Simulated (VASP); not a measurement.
# Pd (Im-3m) in VASP: notebook, part 2 of 2

VASP 6.6.1. Earlier steps stand in the parts before.

### Step 4. Single point, PBE

Input file INCAR:

```
SYSTEM = Pd
PREC = Accurate
ENCUT = 520
EDIFF = 1E-7
ISMEAR = -1
SIGMA = 0.05
LREAL = .FALSE.
LASPH = .TRUE.
NELM = 80
ALGO = Fast
ISIF = 2
LWAVE = .FALSE.
LCHARG = .FALSE.
GGA = PE
NBANDS = 11
```

Input file KPOINTS:

```
regular mesh
0
G
  12 12 12
  0 0 0
```

Input file POSCAR:

```
Pd
1.0
   -1.5722810000      1.5722810000      1.5722810000
    1.5722810000     -1.5722810000      1.5722810000
    1.5722810000      1.5722810000     -1.5722810000
Pd
1
Direct
    0.0000000000      0.0000000000      0.0000000000
```

Started as:

```console
cat potpaw_PBE.64/Pd/POTCAR > POTCAR
mpirun -np 1 vasp_std > vasp.out
```

It took 5.3 s on 1 thread of Intel Xeon 6975P-C (Granite Rapids), shared host; peak memory 0.12 GiB.

Results (log left out):

| Item | Value |
| --- | --- |
| Free energy | -5.1806 eV |
| Pressure | -1.4 GPa |
| Band gap on the k mesh | zero (band 5 reaches 9.47 eV, above the bottom of band 6 at 7.93 eV) |

Levels at points of the mesh, in eV from the Fermi level:
```tsv
k point	band 1	band 2	band 3	band 4	band 5	band 6	band 7	band 8	band 9	band 10
(0.00, 0.00, 0.00)	-6.71	-2.71	-2.71	-2.71	-0.87	-0.87	19.29	19.29	19.29	27.30
(0.50, 0.00, 0.00)	-4.89	-3.82	-0.94	-0.66	0.57	1.52	7.55	15.04	17.38	23.66
(0.50, 0.50, 0.50)	-4.81	-4.81	0.21	0.21	0.21	9.07	9.07	9.07	16.93	17.11
```

### Step 5. Single point, PBE (volume scaled by 1.02)

Input file INCAR:

```
SYSTEM = Pd
  PREC = Accurate
  ENCUT = 520
  EDIFF = 1E-6
  ISMEAR = -1
  SIGMA = 0.05
  LREAL = .FALSE.
  LASPH = .TRUE.
  NELM = 80
  ALGO = Normal
  ISIF = 2
  LWAVE = .FALSE.
  LCHARG = .FALSE.
  GGA = PE
  NBANDS = 11
```

KPOINTS is that of step 4.

Input file POSCAR:

```
Pd
1.0
   -1.5826937604      1.5826937604      1.5826937604
    1.5826937604     -1.5826937604      1.5826937604
    1.5826937604      1.5826937604     -1.5826937604
Pd
1
Direct
    0.0000000000      0.0000000000      0.0000000000
```

Potentials or basis: VASP PAW PBE potentials, release 64 (Pd).

Started as:

```console
cat potpaw_PBE.64/Pd/POTCAR > POTCAR
mpirun -np 1 vasp_std > vasp.out
```

OUTCAR:

```text
SYSTEM = Pd
   PREC = Accurate
   ENCUT = 520
   EDIFF = 1E-6
   ISMEAR = -1
   LREAL = .FALSE.
   LASPH = .TRUE.
   NELM = 80
   ISIF = 2
   GGA = PE

 ion  position               nearest neighbor table
   1  0.000  0.000  0.000-

  LATTYP: Found a body centered cubic cell.
 ALAT       =     3.1653875208

  Lattice vectors:

 A1 = (  -1.5826937604,   1.5826937604,   1.5826937604)
 A2 = (   1.5826937604,  -1.5826937604,   1.5826937604)
 A3 = (   1.5826937604,   1.5826937604,  -1.5826937604)

Analysis of symmetry for initial positions (statically):
=====================================================================
 Subroutine PRICEL returns:
 Original cell was already a primitive cell.

 Routine SETGRP: Setting up the symmetry group for a
 body centered cubic supercell.

 Subroutine GETGRP returns: Found 48 space group operations
[... 9 lines left out ...]

 Routine SETGRP: Setting up the symmetry group for a
 body centered cubic supercell.

 Subroutine GETGRP returns: Found 48 space group operations
[... 11 lines left out ...]
                                     Primitive cell

  volume of cell :      15.8581

[... 132 lines left out ...]

 E-fermi :   8.5958     XC(G=0): -12.7324

 val. band max:        8.5858398247   @ k =  -0.2500   0.2500   0.1667
 cond. band min:       8.6606356311   @ k =  -0.4167   0.4167   0.2500
 fundamental gap:      0.0747958064
 Fermi energy:         8.5958440737

 k-point     1 :       0.0000    0.0000    0.0000
  band No.  band energies     occupation
      1       2.0240      2.00000
      2       5.9648      2.00000
      3       5.9648      2.00000
      4       5.9648      2.00000
      5       7.7515      2.00000
      6       7.7515      2.00000
      7      27.8295      0.00000
      8      27.8295      0.00000
      9      27.8295      0.00000
     10      35.6290      0.00000
     11      35.6405      0.00000
[... 309 lines left out ...]
 k-point    24 :       0.4167    0.0833    0.0833
  band No.  band energies     occupation
      1       4.1975      2.00000
      2       4.8959      2.00000
      3       7.6556      2.00000
      4       7.7547      2.00000
      5       7.9659      1.99999
      6      12.0826      0.00000
      7      15.9687      0.00000
      8      22.7933      0.00000
      9      23.4712      0.00000
     10      32.4334      0.00000
     11      35.0900      0.00000

 [... further k-points ...]
[... 5 lines left out ...]
  --------------------------------------------------------------------------------------
  -------------------------------------------------------------------------------------
  Total       -0.4297245     -0.4297245     -0.4297245     -0.0000000     -0.0000000      0.0000000
  in kB      -43.4160260    -43.4160260    -43.4160260     -0.0000000     -0.0000000      0.0000000
  external PRESSURE =     -43.4160260 kB  Pullay stress =       0.0000000 kB

 VOLUME and BASIS-vectors are now :
 -----------------------------------------------------------------------------
  energy-cutoff  :      520.00
  volume of cell :       15.86
      direct lattice vectors                 reciprocal lattice vectors
    -1.582693760  1.582693760  1.582693760     0.000000000  0.315917085  0.315917085
     1.582693760 -1.582693760  1.582693760     0.315917085  0.000000000  0.315917085
     1.582693760  1.582693760 -1.582693760     0.315917085  0.315917085  0.000000000

 POSITION                                       TOTAL-FORCE (eV/Angst)
 -----------------------------------------------------------------------------------
      0.00000      0.00000      0.00000        -0.000000     -0.000000     -0.000000
 -----------------------------------------------------------------------------------
    total drift:                                0.000000     -0.000000      0.000000

  FREE ENERGIE OF THE ION-ELECTRON SYSTEM (eV)
  ---------------------------------------------------
  free  energy   TOTEN  =        -5.1751487726 eV

  energy  without entropy=       -5.1642367718  energy(sigma->0) =       -5.16969277
```

It took 4.3 s on 1 thread of Intel Xeon 6975P-C (Granite Rapids), shared host; peak memory 0.13 GiB.

What came out:

```yaml
Free_energy: -5.1751 eV
Pressure: -4.3 GPa
Band_gap_on_the_k_mesh: zero (band 5 reaches 9.14 eV, above the bottom of band 6 at 7.65 eV)
```

Levels at points of the mesh, in eV from the Fermi level:
| k point | band 3 | band 4 | band 5 | band 6 | band 7 | band 8 |
| --- | --- | --- | --- | --- | --- | --- |
| (0.00, 0.00, 0.00) | -2.63 | -2.63 | -0.84 | -0.84 | 19.23 | 19.23 |
| (0.50, 0.00, 0.00) | -0.92 | -0.64 | 0.54 | 1.55 | 7.39 | 14.98 |
| (0.50, 0.50, 0.50) | 0.20 | 0.20 | 0.20 | 9.00 | 9.00 | 9.00 |

### Step 6. Summary

| cell | gap on the mesh (eV) | pressure (GPa) |
| --- | --- | --- |
| a = 2.723 Å, angles 109.5°, 1 atom | none | -1.4 |
| a = 2.705 Å, angles 109.5°, 1 atom | none | 1.9 |
| a = 2.741 Å, angles 109.5°, 1 atom | none | -4.3 |

Alike in all rows: task single point; level PBE; potentials or basis VASP PAW PBE potentials, release 64 (Pd); no spin polarisation; k mesh 12 × 12 × 12; cutoff (eV) 520; smearing fermi-dirac 0.05 eV.

Total energies depend on the potentials used, so only differences within one code and one set of settings carry meaning.
